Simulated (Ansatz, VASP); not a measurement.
One calculation of ZnO, two programs

File POSCAR:

```
ZnO
1.0
    0.0000000000      2.1337703831      2.1337703831
    2.1337703831      0.0000000000      2.1337703831
    2.1337703831      2.1337703831      0.0000000000
Zn O
1 1
Direct
    0.0000000000      0.0000000000      0.0000000000
    0.5000000000      0.5000000000      0.5000000000
```

File INCAR.step1:

```
SYSTEM = ZnO
PREC = Accurate
ENCUT = 520
ISMEAR = 0
SIGMA = 0.5
LREAL = .FALSE.
LASPH = .TRUE.
NELM = 80
NBANDS = 16
GGA = PE
ALGO = Normal
EDIFF = 1E-4
LWAVE = .TRUE.
LCHARG = .FALSE.
```

Contents of INCAR.step2:

```
SYSTEM = ZnO
PREC = Accurate
ENCUT = 520
EDIFF = 1E-6
ISMEAR = 0
SIGMA = 0.5
LREAL = .FALSE.
LASPH = .TRUE.
NELM = 80
ALGO = Normal
ISIF = 2
LWAVE = .FALSE.
LCHARG = .FALSE.
METAGGA = R2SCAN
LMIXTAU = .TRUE.
NBANDS = 16
ISTART = 1
```

Contents of KPOINTS:

```
regular mesh
0
G
  8 8 8
  0 0 0
```

Input for Ansatz:

```yaml
crystal:
  lattice:
    - [0.0, 2.1337703831, 2.1337703831]
    - [2.1337703831, 0.0, 2.1337703831]
    - [2.1337703831, 2.1337703831, 0.0]
  atoms:
    - { symbol: Zn, position: [0.0, 0.0, 0.0] }
    - { symbol: O, position: [0.5, 0.5, 0.5] }
kpoints:
  mp_grid: { grid: [8, 8, 8] }
hamiltonian:
  xc: r2scan
scf:
  occupations: { method: gaussian, width: 0.5 }
  n_extra_bands: 4
output:
  forces: true
  stress: true
  eigenvalues: true
```

Alike in both runs: task single point; functional r2SCAN; k mesh 8 × 8 × 8; occupations gaussian, width 0.5 eV; no spin polarisation.

|  | VASP | Ansatz |
| --- | --- | --- |
| version | VASP 6.6.1 | Ansatz 0.2.0 |
| potentials or method | VASP PAW PBE potentials, release 64 (Zn, O) | plane waves |
| plane-wave cutoff (eV) | 520 | 500 |
| valence electrons in the cell | 18 | 18 |

VASP gave:

| Property | Result |
| --- | --- |
| pressure (GPa) | 1.5 |

Task: Which values does Ansatz return?

Result: Pressure (GPa): 0.0.

VASP's potentials were made for PBE, not for r2SCAN.
